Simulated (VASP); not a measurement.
A run of VASP 6.6.1 is set up as follows.

File INCAR:

```
PREC = Accurate ; ENCUT = 600
EDIFF = 1E-6 ; ISMEAR = -1
SIGMA = 0.02 ; LREAL = False
LASPH = True ; NELM = 100
ALGO = Normal ; ISIF = 3
LWAVE = False ; LCHARG = False
GGA = PE ; IBRION = 2
NSW = 80 ; EDIFFG = -0.005
```

KPOINTS

```
Automatic mesh
0
Gamma
  6 6 4
```

Contents of POSCAR:

```
Si3Ge
1.0
    3.6987295116      0.0000000000      0.0000000000
    0.0000000000      3.6987295116      0.0000000000
    0.0000000000      0.0000000000      5.2307934389
Si Ge
3 1
Direct
    0.5000000000      0.0000000000      0.7500000000
    0.5000000000      0.5000000000      0.0000000000
    0.0000000000      0.5000000000      0.2500000000
    0.0000000000      0.0000000000      0.5000000000
```

Potentials or basis: VASP PAW PBE potentials, release 64 (Si, Ge_d).

Command:

```console
$ cat potpaw_PBE.64/Si/POTCAR potpaw_PBE.64/Ge_d/POTCAR > POTCAR
$ mpirun -np 1 vasp_std > vasp.out
```

Question: What does it give for the band gap on the k mesh?

Answer: 0.39 eV, indirect (least direct gap 0.67 eV).

Question: Estimate the relaxed volume.

Answer: 21.15 Å³/atom.

Question: Estimate the relaxed cell.

Answer: a = 3.914 Å, b = 3.914 Å, c = 5.521 Å, α = 90.00°, β = 90.00°, γ = 90.00°.

Question: Estimate the space group after relaxing (to 0.05 Å).

Answer: P-4m2 (No. 115).

Final structure:
```
CELL_PARAMETERS angstrom
3.91411 0.00000 0.00000
0.00000 3.91411 0.00000
0.00000 0.00000 5.52089
ATOMIC_POSITIONS crystal
Si 0.50000 0.00000 0.75587
Si 0.50000 0.50000 0.00000
Si 0.00000 0.50000 0.24413
Ge 0.00000 0.00000 0.50000
```

Caveat: the volume moved by over 15 % at a fixed basis, so the end points are rough. A k mesh can miss the band edges.
